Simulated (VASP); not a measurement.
# Ca31CuO32 (a cell with a defect) in VASP: single point with PBEsol

Aim: the single point of Ca31CuO32 (a cell with a defect) with PBEsol.

All numbers are computed with VASP 6.6.1; they aren't measurements. Logs are shortened: lines on timing, memory, paths and dates and some standing lists are left out, and cuts for length are marked.

## 1. The cell of the first run

The cell holds a defect, 64 atoms: a = 9.535 Å, b = 9.535 Å, c = 9.535 Å, α = 90.00°, β = 90.00°, γ = 90.00°.

## 2. Single point, PBEsol

File INCAR:

```
ALGO = Normal
EDIFF = 1E-6
ENCUT = 520
GGA = PS
ISIF = 2
ISMEAR = -1
LASPH = T
LCHARG = F
LREAL = Auto
LWAVE = F
NBANDS = 294
NELECT = 514.0
NELM = 60
PREC = Accurate
SIGMA = 0.05
```

File KPOINTS:

```
k-points
0
Gamma
  1 1 1
```

File POSCAR:

```
Ca31CuO32
1.0
    9.5352000000      0.0000000000      0.0000000000
    0.0000000000      9.5352000000      0.0000000000
    0.0000000000      0.0000000000      9.5352000000
O Ca Cu
32 31 1
Direct
    0.2496590000      0.9999530000      0.0002050000
    0.2492530000      0.0011860000      0.5001110000
    0.2493010000      0.5000650000      0.9989580000
    0.2483680000      0.4992320000      0.5008620000
    0.7504360000      0.0003690000      0.9998000000
    0.7511450000      0.0023800000      0.4998310000
    0.7511070000      0.5003650000      0.9978690000
    0.7671770000      0.5008320000      0.4993740000
    0.9997460000      0.2498500000      0.0001990000
    0.0009480000      0.2494900000      0.5000980000
    0.0001520000      0.7506830000      0.9998010000
    0.0021250000      0.7513710000      0.4997940000
    0.4998770000      0.2494960000      0.9989450000
    0.4989840000      0.2486190000      0.5008450000
    0.5001630000      0.7513440000      0.9978900000
    0.5006190000      0.7674080000      0.4993880000
    0.0001390000      0.0003730000      0.2494900000
    0.9997210000      0.9999400000      0.7502990000
    0.0020750000      0.5003720000      0.2488270000
    0.0009850000      0.5000650000      0.7506610000
    0.5001130000      0.0023110000      0.2488370000
    0.4998310000      0.0012230000      0.7506490000
    0.5005580000      0.5007970000      0.2327390000
    0.4990430000      0.4993110000      0.7515790000
    0.2501370000      0.2503490000      0.2503630000
    0.2488820000      0.2490810000      0.7510820000
    0.2509770000      0.7498680000      0.2502850000
    0.2501270000      0.7497740000      0.7498060000
    0.7496580000      0.2512170000      0.2502950000
    0.7495530000      0.2503580000      0.7497970000
    0.7499460000      0.7501810000      0.2499970000
    0.7496580000      0.7498630000      0.7489640000
    0.9996580000      0.9998900000      0.0002930000
    0.9993670000      0.9996270000      0.4995580000
    0.9994120000      0.5005990000      0.0005420000
    0.0031750000      0.5010410000      0.4991370000
    0.5003770000      0.9996400000      0.0005630000
    0.5008160000      0.0034070000      0.4991300000
    0.5008060000      0.5010260000      0.9967890000
    0.2504790000      0.2506800000      0.0005160000
    0.2503260000      0.2505410000      0.5003410000
    0.2514780000      0.7494460000      0.0001020000
    0.2568670000      0.7475340000      0.5000880000
    0.7492210000      0.2516870000      0.0001060000
    0.7472740000      0.2571000000      0.5000930000
    0.7488480000      0.7490800000      0.9994920000
    0.7447920000      0.7450170000      0.4994450000
    0.2514740000      0.0000830000      0.2507460000
    0.2504430000      0.9996500000      0.7494740000
    0.2568610000      0.5000700000      0.2526840000
    0.2502700000      0.4998340000      0.7496720000
    0.7488090000      0.0006610000      0.2511230000
    0.7492030000      0.0000580000      0.7484690000
    0.7447940000      0.5007460000      0.2551190000
    0.7472400000      0.5000620000      0.7431070000
    0.9998520000      0.2516960000      0.2507370000
    0.9994320000      0.2506720000      0.7494560000
    0.0004330000      0.7490760000      0.2511020000
    0.9998500000      0.7494310000      0.7484670000
    0.4998360000      0.2571370000      0.2526910000
    0.4995970000      0.2505010000      0.7496560000
    0.5005030000      0.7450450000      0.2551100000
    0.4998200000      0.7475100000      0.7430870000
    0.4621730000      0.4625630000      0.5379090000
```

Potentials or basis: VASP PAW PBE potentials, release 64 (O, Ca_sv, Cu).

Command:

```bash
cat potpaw_PBE.64/O/POTCAR potpaw_PBE.64/Ca_sv/POTCAR potpaw_PBE.64/Cu/POTCAR > POTCAR
mpirun -np 1 vasp_gam > vasp.out
```

OUTCAR:

```text
EDIFF = 1E-6
   ENCUT = 520
   GGA = PS
   ISIF = 2
   ISMEAR = -1
   LASPH = T
   LREAL = Auto
   NELECT = 514.0
   NELM = 60
   PREC = Accurate

 ion  position               nearest neighbor table
   1  0.250  1.000  0.000-  33 2.38  42 2.39  48 2.39  37 2.39  40 2.39  49 2.39
   2  0.249  0.001  0.500-  41 2.38  49 2.38  48 2.38  34 2.38  38 2.40  43 2.42
   3  0.249  0.500  0.999-  51 2.38  40 2.38  42 2.38  35 2.38  39 2.40  50 2.42
   4  0.248  0.499  0.501-  64 2.10  36 2.34  50 2.37  43 2.37  41 2.37  51 2.37
   5  0.750  0.000  1.000-  33 2.38  37 2.38  46 2.40  44 2.40  52 2.40  53 2.40
   6  0.751  0.002  0.500-  34 2.37  53 2.37  52 2.37  38 2.39  45 2.43  47 2.45
   7  0.751  0.500  0.998-  35 2.37  44 2.37  46 2.37  39 2.39  55 2.43  54 2.45
   8  0.767  0.501  0.499-  36 2.25  45 2.33  55 2.33  47 2.34  54 2.34
   9  1.000  0.250  0.000-  33 2.38  44 2.39  56 2.39  40 2.39  57 2.39  35 2.39
  10  0.001  0.249  0.500-  57 2.38  56 2.38  41 2.38  34 2.38  36 2.40  45 2.42
  11  0.000  0.751  1.000-  33 2.38  35 2.38  58 2.40  46 2.40  42 2.40  59 2.40
  12  0.002  0.751  0.500-  34 2.37  59 2.37  58 2.37  36 2.39  43 2.43  47 2.45
  13  0.500  0.249  0.999-  61 2.38  44 2.38  40 2.38  37 2.38  39 2.40  60 2.42
  14  0.499  0.249  0.501-  64 2.10  38 2.34  60 2.37  45 2.37  41 2.37  61 2.37
  15  0.500  0.751  0.998-  37 2.37  46 2.37  42 2.37  39 2.39  63 2.43  62 2.45
  16  0.501  0.767  0.499-  38 2.25  63 2.33  43 2.33  47 2.34  62 2.34
  17  0.000  0.000  0.249-  33 2.38  34 2.38  58 2.40  56 2.40  52 2.40  48 2.40
[... 33 lines left out ...]
  51  0.250  0.500  0.750-  24 2.37   4 2.37  20 2.38   3 2.38  28 2.38  26 2.39  64 2.88
  52  0.749  0.001  0.251-  21 2.37   6 2.37  31 2.39  29 2.39   5 2.40  17 2.40
  53  0.749  0.000  0.748-   6 2.37  22 2.38  32 2.39  30 2.39  18 2.39   5 2.40
  54  0.745  0.501  0.255-  23 2.34   8 2.34  31 2.38  29 2.38   7 2.45  19 2.45
  55  0.747  0.500  0.743-   8 2.33  24 2.37  30 2.38  32 2.38  20 2.42   7 2.43
  56  1.000  0.252  0.251-  19 2.37  10 2.38  29 2.39  25 2.39   9 2.39  17 2.40
  57  0.999  0.251  0.749-  10 2.38  20 2.38  26 2.38  30 2.38  18 2.39   9 2.39
  58  0.000  0.749  0.251-  12 2.37  19 2.37  31 2.39  27 2.39  17 2.40  11 2.40
  59  1.000  0.749  0.748-  12 2.37  20 2.38  32 2.39  28 2.39  18 2.39  11 2.40
  60  0.500  0.257  0.253-  23 2.33  14 2.37  25 2.38  29 2.38  13 2.42  21 2.43
  61  0.500  0.251  0.750-  24 2.37  14 2.37  22 2.38  13 2.38  30 2.38  26 2.39  64 2.88
  62  0.501  0.745  0.255-  23 2.34  16 2.34  31 2.38  27 2.38  15 2.45  21 2.45
  63  0.500  0.748  0.743-  16 2.33  24 2.37  28 2.38  32 2.38  22 2.42  15 2.43
  64  0.462  0.463  0.538-  24 2.10   4 2.10  14 2.10  51 2.88  61 2.88  41 2.88

  LATTYP: Found a simple cubic cell.
 ALAT       =     9.5352000000

  Lattice vectors:

 A1 = (   9.5352000000,   0.0000000000,   0.0000000000)
 A2 = (   0.0000000000,   9.5352000000,   0.0000000000)
 A3 = (   0.0000000000,   0.0000000000,   9.5352000000)

Analysis of symmetry for initial positions (statically):
=====================================================================
 Subroutine PRICEL returns:
 Original cell was already a primitive cell.

 Routine SETGRP: Setting up the symmetry group for a
 simple cubic supercell.

 Subroutine GETGRP returns: Found  1 space group operations
 (whereof  1 operations were pure point group operations)
 out of a pool of 48 trial point group operations.

The static configuration has the point symmetry C_1 .

Analysis of symmetry for dynamics (positions and initial velocities):
=====================================================================
 Subroutine PRICEL returns:
 Original cell was already a primitive cell.

 Routine SETGRP: Setting up the symmetry group for a
 simple cubic supercell.

 Subroutine GETGRP returns: Found  1 space group operations
 (whereof  1 operations were pure point group operations)
 out of a pool of 48 trial point group operations.

The dynamic configuration has the point symmetry C_1 .

 Subroutine INISYM returns: Found  1 space group operations
 (whereof  1 operations are pure point group operations),
 and found     1 'primitive' translations

----------------------------------------------------------------------------------------

[... 155 lines left out ...]
  Cartesian coordinates                     Fractional coordinates (reciprocal lattice)
     0.104874570  0.000000000  0.000000000     1.000000000  0.000000000  0.000000000
     0.000000000  0.104874570  0.000000000     0.000000000  1.000000000  0.000000000
     0.000000000  0.000000000  0.104874570     0.000000000  0.000000000  1.000000000

  Length of vectors
     0.104874570  0.104874570  0.104874570

  Shift w.r.t. Gamma in fractional coordinates (k-lattice)
     0.000000000  0.000000000  0.000000000

 Subroutine IBZKPT returns following result:
 ===========================================

 Found      1 irreducible k-points:

 Following reciprocal coordinates:
            Coordinates               Weight
  0.000000  0.000000  0.000000      1.000000
   k-points           NKPTS =      1   k-points in BZ     NKDIM =      1   number of bands    NBANDS=    294
   number of dos      NEDOS =    301   number of ions     NIONS =     64
   total plane-waves  NPLWV = 373248
   dimension x,y,z NGX =    72 NGY =   72 NGZ =   72
   dimension x,y,z NGXF=   144 NGYF=  144 NGZF=  144
   ions per type =              32  31   1
   NGX,Y,Z   is equivalent  to a cutoff of  12.55, 12.55, 12.55 a.u.
   NGXF,Y,Z  is equivalent  to a cutoff of  25.11, 25.11, 25.11 a.u.
 SYSTEM =  unknown system
   PREC   = accura    normal or accurate (medium, high low for compatibility)
   ISTART =      0    job   : 0-new  1-cont  2-samecut
   ICHARG =      2    charge: 1-file 2-atom 10-const
   ISPIN  =      1    spin polarized calculation?
   LNONCOLLINEAR =      F non collinear calculations
   LSORBIT =      F    spin-orbit coupling
   LASPH  =      T    aspherical Exc in radial PAW
   ENCUT  =  520.0 eV  38.22 Ry    6.18 a.u.  17.73 17.73 17.73*2*pi/ulx,y,z
   NELM   =     60;   NELMIN=  2; NELMDL= -5     # of ELM steps
   EDIFF  = 0.1E-05   stopping-criterion for ELM
   LREAL  =      T    real-space projection
   EDIFFG = 0.1E-04   stopping-criterion for IOM
   NSW    =      0    number of steps for IOM
   IBRION =     -1    ionic relax: 0-MD 1-quasi-New 2-CG
   NFREE  =      0    steps in history (QN), initial steepest desc. (CG)
   ISIF   =      2    stress and relaxation
   ISYM   =      2    0-nonsym 1-usesym 2-fastsym
   POTIM  = 0.5000    time-step for ionic-motion
   TEBEG  =    0.0;   TEEND  =   0.0 temperature during run
   PSTRESS=    0.0 pullay stress
   NELECT =     514.0000    total number of electrons
   NUPDOWN=      -1.0000    fix difference up-down
   EMIN   =  10.00;   EMAX   =-10.00  energy-range for DOS
   EFERMI =   0.00;   METHOD = LEGACY
   ISMEAR =    -1;   SIGMA  =   0.05  broadening in eV -4-tet -1-fermi 0-gaus
   EFERMI_NEDOS =   21; number of points for ismear=-14 and -15
   IALGO  =     38    algorithm
   IMIX   =      4    mixing-type and parameters
     AMIX     =   0.40;   BMIX     =  1.00
     AMIX_MAG =   1.60;   BMIX_MAG =  1.00
  volume/ion in A,a.u.               =      13.55        91.41
  Fermi-wavevector in a.u.,A,eV,Ry     =   1.375306  2.598952 25.734972  1.891467
  Thomas-Fermi vector in A             =   2.500654
   LORBIT       =      0    0 simple, 1 ext, 2 COOP (PROOUT), +10 PAW based schemes
   GGA     = PS    functional components
   LHFCALC =     F    Hartree Fock is set to
   AEXX    =    0.0000 exact exchange contribution
   IVDW    =     0    specifies the selected vdW correction
   LEPSILON=     F    determine dielectric tensor
   LRPA    =     F    only Hartree local field effects (RPA)
 non-spin polarized calculation
  energy-cutoff  :      520.00
  volume of cell :      866.94
 maximum number of plane-waves:     11720
 NGX is ok and might be reduce to    70
   NGX = 35   NGY = 35   NGZ = 35

 number of electron     513.9999775 magnetization

 Free energy of the ion-electron system (eV)
  ---------------------------------------------------
  ext. energy  EPLUGINS =         0.00000000
  ---------------------------------------------------
  free energy    TOTEN  =      -419.13212042 eV

  energy without entropy =     -419.13212042  energy(sigma->0) =     -419.13212042

 E-fermi :   4.7954     XC(G=0): -10.8619

 val. band max:        3.6849722496   @ k =   0.0000   0.0000   0.0000
 cond. band min:       5.9114838579   @ k =   0.0000   0.0000   0.0000
 fundamental gap:      2.2265116083
 Fermi energy:         4.7953526920

 k-point     1 :       0.0000    0.0000    0.0000
  band No.  band energies     occupation
      1     -35.0518      2.00000
      2     -34.9987      2.00000
      3     -34.9986      2.00000
      4     -34.9954      2.00000
      5     -34.9720      2.00000
      6     -34.9719      2.00000
[... 261 lines left out ...]
    268       7.6847      0.00000
    269       8.4386      0.00000
 [bands above 269 left out]

------------------------ aborting loop because EDIFF is reached ----------------------------------------

  FORCE on cell =-STRESS in cart. coord.  units (eV):
  Direction    XX          YY          ZZ          XY          YZ          ZX
  --------------------------------------------------------------------------------------
  -------------------------------------------------------------------------------------
  Total       13.7061059     13.7040323     13.7107078      0.5981526     -0.6011618     -0.5993435
  in kB       25.3300033     25.3261711     25.3385079      1.1054348     -1.1109961     -1.1076358
  external PRESSURE =      25.3315608 kB  Pullay stress =       0.0000000 kB

 VOLUME and BASIS-vectors are now :
 -----------------------------------------------------------------------------
  energy-cutoff  :      520.00
  volume of cell :      866.94
      direct lattice vectors                 reciprocal lattice vectors
     9.535200000  0.000000000  0.000000000     0.104874570  0.000000000  0.000000000
     0.000000000  9.535200000  0.000000000     0.000000000  0.104874570  0.000000000
     0.000000000  0.000000000  9.535200000     0.000000000  0.000000000  0.104874570

 POSITION                                       TOTAL-FORCE (eV/Angst)
 -----------------------------------------------------------------------------------
      2.38055      9.53475      0.00195        -0.016084      0.004316     -0.003821
      2.37668      0.01131      4.76866        -0.032372      0.005969     -0.000857
      2.37713      4.76822      9.52526        -0.036277     -0.000987     -0.005645
      2.36824      4.76028      4.77582         0.001583     -0.034211      0.039649
      7.15556      0.00352      9.53329         0.014637      0.003929     -0.003572
      7.16232      0.02269      4.76599         0.054515      0.004277     -0.000585
[... 56 lines left out ...]
      4.76588      7.12766      7.08548        -0.001076     -0.036186     -0.038369
      4.40691      4.41063      5.12907         0.102048      0.098806     -0.104222
 -----------------------------------------------------------------------------------
    total drift:                               -0.002614     -0.004862      0.005678

  FREE ENERGIE OF THE ION-ELECTRON SYSTEM (eV)
  ---------------------------------------------------
  free  energy   TOTEN  =      -419.1321204246 eV

  energy  without entropy=     -419.1321204225  energy(sigma->0) =     -419.13212042
```

Run time: 25 min. Hardware: 1 thread of AMD EPYC 7R43 (Zen 3), shared host; peak memory 0.73 GiB.

Results:

- Free energy: -419.1321 eV
- Largest force: 0.176 eV/Å

Forces in eV/Å, atoms in the order of the input:
```
O   -0.016  0.004 -0.004
O   -0.032  0.006 -0.001
O   -0.036 -0.001 -0.006
O    0.002 -0.034  0.040
O    0.015  0.004 -0.004
O    0.055  0.004 -0.001
O    0.058 -0.001 -0.008
O    0.048 -0.030  0.030
O    0.004 -0.015 -0.004
O    0.006 -0.032  0.000
O    0.004  0.013 -0.004
O    0.007  0.055  0.002
O   -0.001 -0.034 -0.004
O   -0.035  0.002  0.041
O   -0.002  0.057 -0.009
O   -0.031  0.049  0.028
O    0.004  0.004 -0.014
O    0.005  0.005  0.016
O    0.009 -0.001 -0.056
O    0.005  0.000  0.034
O    0.000  0.007 -0.057
O    0.001  0.004  0.036
O   -0.029 -0.028 -0.047
O   -0.037 -0.039 -0.001
O   -0.011 -0.010  0.002
O    0.000  0.001 -0.001
O   -0.024  0.010 -0.008
O   -0.009 -0.002  0.010
O    0.007 -0.023 -0.009
O   -0.001 -0.010  0.012
O    0.022  0.022 -0.022
O    0.008  0.009  0.024
Ca  -0.001 -0.001  0.000
Ca  -0.006 -0.008 -0.002
Ca  -0.009  0.002  0.009
Ca  -0.013  0.041 -0.042
Ca   0.002 -0.009  0.007
Ca   0.041 -0.011 -0.041
Ca   0.042  0.042  0.010
Ca   0.004  0.005  0.008
Ca   0.003  0.004  0.003
Ca   0.012 -0.011  0.006
Ca   0.038 -0.039  0.003
Ca  -0.011  0.013  0.005
Ca  -0.038  0.040  0.003
Ca  -0.014 -0.015  0.004
Ca  -0.056 -0.058  0.007
Ca   0.012 -0.006  0.010
Ca   0.005 -0.008 -0.005
Ca   0.038 -0.001  0.035
Ca   0.006 -0.003 -0.007
Ca  -0.012 -0.003  0.013
Ca  -0.011 -0.005 -0.012
Ca  -0.057 -0.007  0.059
Ca  -0.034 -0.002 -0.040
Ca  -0.006  0.013  0.011
Ca  -0.009  0.005 -0.004
Ca  -0.004 -0.015  0.014
Ca  -0.006 -0.010 -0.013
Ca  -0.002  0.037  0.036
Ca  -0.002  0.007 -0.007
Ca  -0.007 -0.059  0.059
Ca  -0.001 -0.036 -0.038
Cu   0.102  0.099 -0.104
```

Caveat: the k points lie up to 0.66 Å⁻¹ apart; the cell carries a net charge on a neutralising background, which shifts energy and pressure; the cell is charged against a uniform background, so pressure and absolute levels hang on convention; the PAW data sets were made with another functional, which shifts forces and pressure a little.
